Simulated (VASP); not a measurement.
A run of VASP 6.6.1 is set up as follows.

The input INCAR:

```
SYSTEM = Ta16S
PREC     = Accurate       ! precision mode
ENCUT    = 520            ! plane-wave cutoff, eV
EDIFF    = 1E-6           ! SCF threshold, eV
ISMEAR   = 0              ! smearing method
SIGMA    = 0.1            ! smearing width, eV
LREAL    = Auto         
LASPH    = .TRUE.         ! aspherical terms in the spheres
NELM     = 80             ! most SCF steps
ALGO     = Normal         ! electronic algorithm
ISIF     = 2              ! what is computed and relaxed
LWAVE    = .FALSE.        ! write WAVECAR
LCHARG   = .FALSE.        ! write CHGCAR
LDIPOL   = .TRUE.       
IDIPOL   = 3            
DIPOL    = 0.5 0.5 0.331
GGA      = PE             ! functional
NBANDS   = 105            ! bands
```

File KPOINTS:

```
regular mesh
0
G
  4 4 1
  0 0 0
```

The input POSCAR:

```
Ta16S
1.0
    6.6379342675      0.0000000000      0.0000000000
    0.0000000000      6.6379342675      0.0000000000
    0.0000000000      0.0000000000     20.2996557315
Ta S
16 1
Direct
    0.2500000000      0.2500000000      0.1970476767
    0.2500000000      0.7500000000      0.1970476767
    0.7500000000      0.2500000000      0.1970476767
    0.7500000000      0.7500000000      0.1970476767
    0.0000000000      0.0000000000      0.2787970221
    0.0000000000      0.5000000000      0.2787970221
    0.5000000000      0.0000000000      0.2787970221
    0.5000000000      0.5000000000      0.2787970221
    0.2500000000      0.2500000000      0.3599139031
    0.2500000000      0.7500000000      0.3599139031
    0.7500000000      0.2500000000      0.3599139031
    0.7500000000      0.7500000000      0.3599139031
    0.0000000000      0.0000000000      0.4334879294
    0.0000000000      0.5000000000      0.4334879294
    0.5000000000      0.0000000000      0.4334879294
    0.5000000000      0.5000000000      0.4334879294
    0.0000000000      0.0000000000      0.5441631703
```

Potentials or basis: VASP PAW PBE potentials, release 64 (Ta_pv, S).

Command:

```console
$ cat potpaw_PBE.64/Ta_pv/POTCAR potpaw_PBE.64/S/POTCAR > POTCAR
$ mpirun -np 1 vasp_std > vasp.out
```

Task: What does it give for the largest force?

Result: 2.206 eV/Å.

Task: Predict the band gap on the k mesh.

Result: Zero (bands 91 and 92 overlap by 0.88 eV).

Forces in eV/Å, atoms in the order of the input:
```
Ta  -0.020 -0.020  0.770
Ta  -0.020  0.020  0.770
Ta   0.020 -0.020  0.770
Ta   0.020  0.020  0.770
Ta   0.000  0.000 -1.286
Ta   0.000  0.000 -0.777
Ta   0.000  0.000 -0.777
Ta   0.000  0.000 -0.637
Ta   0.315  0.315 -0.396
Ta   0.315 -0.315 -0.396
Ta  -0.315  0.315 -0.396
Ta  -0.315 -0.315 -0.396
Ta   0.000  0.000  2.206
Ta   0.000  0.000  0.096
Ta   0.000  0.000  0.096
Ta   0.000  0.000 -0.423
S    0.000  0.000  0.004
```

Caveat: spin-orbit coupling is left out, which moves the levels of the heavy elements.
